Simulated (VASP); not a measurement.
A run of VASP 6.6.1 is set up as follows.

Contents of INCAR:

```
SYSTEM = Ga3H8N3
PREC = Accurate
ENCUT = 520
EDIFF = 1E-6
ISMEAR = 0
SIGMA = 0.05
LREAL = Auto
LASPH = .TRUE.
NELM = 100
ALGO = Normal
ISIF = 2
LWAVE = .FALSE.
LCHARG = .TRUE.
GGA = PE
LELF = .TRUE.
LVHAR = .TRUE.
NBANDS = 82
```

File KPOINTS:

```
regular mesh
0
G
  1 1 6
  0 0 0
```

POSCAR

```
Ga3H8N3
1.0
   16.4000000000      0.0000000000      0.0000000000
    0.0000000000     15.4000000000      0.0000000000
    0.0000000000      0.0000000000      5.3278048707
Ga N H
6 6 16
Direct
    0.4500133499      0.3451940184      0.9855514326
    0.3491218393      0.5313245933      0.9855523850
    0.5452435080      0.5278130875      1.0131790427
    0.4547564920      0.4721869125      0.5131790427
    0.6508781607      0.4686754067      0.4855523850
    0.5499866501      0.6548059816      0.4855514326
    0.4507415318      0.3533285512      0.3684198527
    0.3560975167      0.5279287470      0.3684209672
    0.5494638886      0.5304085226      0.3785747307
    0.4505361114      0.4695914774      0.8785747307
    0.6439024833      0.4720712530      0.8684209672
    0.5492584682      0.6466714488      0.8684198527
    0.3674403520      0.3008795468      0.9082665416
    0.5351117475      0.3034155681      0.9158936091
    0.2717873536      0.4773402212      0.9082778937
    0.3577089443      0.6306938612      0.9158897697
    0.6422910557      0.3693061388      0.4158897697
    0.7282126464      0.5226597788      0.4082778937
    0.4648882525      0.6965844319      0.4158936091
    0.6325596480      0.6991204532      0.4082665416
    0.4024955105      0.3192114748      0.4403704110
    0.5018057942      0.3211060742      0.4291960489
    0.3042280846      0.5004964683      0.4403728353
    0.3554316090      0.5911350919      0.4291939100
    0.6445683910      0.4088649081      0.9291939100
    0.6957719154      0.4995035317      0.9403728353
    0.4981942058      0.6788939258      0.9291960489
    0.5975044895      0.6807885252      0.9403704110
```

Potentials or basis: VASP PAW PBE potentials, release 64 (Ga_d, N, H).

Run with:

```sh
$ cat potpaw_PBE.64/Ga_d/POTCAR potpaw_PBE.64/N/POTCAR potpaw_PBE.64/H/POTCAR > POTCAR
$ mpirun -np 1 vasp_std > vasp.out
```

Question: What does it give for the band gap on the k mesh?

Answer: 4.84 eV (least direct gap 5.02 eV).

Question: Estimate the largest force.

Answer: 0.031 eV/Å.

Forces on the atoms (eV/Å):
```
Ga  -0.007 -0.026 -0.017
Ga  -0.024  0.008 -0.016
Ga   0.003  0.002 -0.012
Ga  -0.003 -0.002 -0.012
Ga   0.024 -0.008 -0.016
Ga   0.007  0.026 -0.017
N    0.010 -0.016  0.017
N   -0.009  0.017  0.017
N   -0.003 -0.002  0.003
N    0.003  0.002  0.003
N    0.009 -0.017  0.017
N   -0.010  0.016  0.017
H    0.016  0.008  0.004
H   -0.015  0.009  0.006
H    0.015  0.010  0.004
H    0.001 -0.017  0.006
H   -0.001  0.017  0.006
H   -0.015 -0.010  0.004
H    0.015 -0.009  0.006
H   -0.016 -0.008  0.004
H   -0.017  0.003  0.001
H    0.008  0.003 -0.008
H   -0.006 -0.016  0.000
H    0.007  0.005 -0.008
H   -0.007 -0.005 -0.008
H    0.006  0.016  0.000
H   -0.008 -0.003 -0.008
H    0.017 -0.003  0.001
```
